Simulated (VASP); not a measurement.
Runs of VASP 6.6.1 on Al2O3. The structure is that of space group R-3c (No. 167), or close to it. The cells are those of the table. 

```csv
level,cell,smearing,gap on the mesh (eV),pressure (GPa),largest force (eV/Å)
PBE,"a = 5.056 Å, angles 56.1°, 10 atoms",fermi-dirac 0.02 eV,6.32,12.7,0.05
PBE,"a = 5.203 Å, angles 54.4°, 10 atoms",fermi-dirac 0.02 eV,5.98,2.6,0.02
PBE,"a = 5.093 Å, angles 55.7°, 10 atoms",fermi-dirac 0.02 eV,6.28,10.0,0.04
PBE,"a = 5.020 Å, angles 56.6°, 10 atoms",fermi-dirac 0.02 eV,(b),15.6,0.05
PBE,"a = 5.129 Å, angles 55.3°, 10 atoms",fermi-dirac 0.02 eV,6.24,7.4,0.03
PBE,"a = 5.166 Å, angles 54.8°, 10 atoms",fermi-dirac 0.02 eV,6.13,(a),0.03
r2SCAN,"a = 5.240 Å, angles 54.0°, 10 atoms",gaussian 0.01 eV,6.75,-7.4,0.02
PBE,"a = 5.240 Å, angles 54.0°, 10 atoms",fermi-dirac 0.02 eV,5.82,0.4,0.02
```

Alike in all rows: task single point; potentials or basis VASP PAW PBE potentials, release 64 (Al, O); no spin polarisation; k mesh 6 × 6 × 6; cutoff (eV) 520.

Estimate the missing entries.

(a) 5.0; (b) 6.34.

Caveats: the PAW data sets were made with another functional, which shifts forces and pressure a little (some runs).

A k mesh can miss the band edges.
